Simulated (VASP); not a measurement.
Wanted: the native input for a VASP 6.6.1 run.

```yaml
Task: single point
Functional: PBE
Dispersion: D3(BJ)
Potentials_or_basis: VASP PAW PBE potentials, release 64 (Hg)
Cutoff: 520 eV
k_mesh: 15 × 15 × 8
Occupations: gaussian, width 0.15 eV
Spin: no spin polarisation
Dipole_correction: no
Further_INCAR_settings: ALGO = Fast; EDIFF = 1e-06; NBANDS = 19
```

The structure of Hg lies in POSCAR:

```
Hg
1.0
    3.2963000000      0.0000000000      0.0000000000
   -1.6481500000      2.8546795385      0.0000000000
    0.0000000000      0.0000000000      5.7619000000
Hg
2
Direct
    0.6666666667      0.3333333333      0.7500000000
    0.3333333333      0.6666666667      0.2500000000
```

One way to write it, as run:

INCAR

```
SYSTEM = Hg
  PREC = Accurate
  ENCUT = 520
  EDIFF = 1E-6
  ISMEAR = 0
  SIGMA = 0.15
  LREAL = .FALSE.
  LASPH = .TRUE.
  NELM = 100
  ALGO = Fast
  ISIF = 2
  LWAVE = .FALSE.
  LCHARG = .TRUE.
  GGA = PE
  IVDW = 12
  LELF = .TRUE.
  LVHAR = .TRUE.
  NBANDS = 19
```

KPOINTS

```
Automatic mesh
0
G
  15 15 8
  0 0 0
```

Potentials or basis: VASP PAW PBE potentials, release 64 (Hg).

Launch:

```sh
$ cat potpaw_PBE.64/Hg/POTCAR > POTCAR
$ mpirun -np 1 vasp_std > vasp.out
```

It gave:

* Pressure: -0.5 GPa
* Band gap on the k mesh: zero (band 12 reaches 1.49 eV, above the bottom of band 13 at 0.46 eV)
* Dispersion energy per atom: -0.386 eV

Caveat: spin-orbit coupling is left out, which moves the levels of the heavy elements; pairwise dispersion overbinds metals, which lowers pressure and volume.

It took 4.1 min on 1 thread of AMD EPYC 7R13, with other jobs on the host, peak memory 0.25 GiB.
